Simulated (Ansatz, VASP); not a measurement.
## CsMgBiO3 in VASP and in Ansatz

```xyz
6
Lattice="3.1808 1.8364 3.9176 -3.1808 1.8364 3.9176 0.0000 -3.6729 3.9176" Properties=species:S:1:pos:R:3 pbc="T T T"
Cs    0.0000    0.0000   10.5251
Mg    0.0000    0.0000    3.6718
Bi    0.0000    0.0000    6.6990
O    -1.5427    0.8907    7.7247
O     0.0000   -1.7813    7.7247
O     1.5427    0.8907    7.7247
```

Alike in both runs: functional PBEsol; k mesh 4 × 4 × 4; occupations fermi-dirac, width 0.01 eV; no spin polarisation.

Ansatz relaxed the structure, and its values are those at the end. VASP's run is a single point on that final structure, the one shown.

|  | VASP | Ansatz |
| --- | --- | --- |
| version | VASP 6.6.1 | Ansatz 0.2.0 |
| potentials or method | VASP PAW PBE potentials, release 64 (Cs_sv, Mg, Bi_d, O) | plane waves, PAW |
| plane-wave cutoff (eV) | 600 | 420 |
| valence electrons in the cell | 44 | 52 |

|  | VASP | Ansatz | Ansatz less VASP |
| --- | --- | --- | --- |
| pressure (GPa) | 0.0 | 0.0 | -0.03 |
| rms of the force components (eV/Å) | 0.031 | 0.001 | -0.0296 |

VASP's potentials were made for PBE, not for PBEsol. With one functional, cell and mesh, what is left measures potentials, basis and numerics. VASP's potentials hold 44 valence electrons a cell and Ansatz's 52, so a difference there can come from the potentials and not from the codes.

Neither program's run includes spin-orbit coupling.
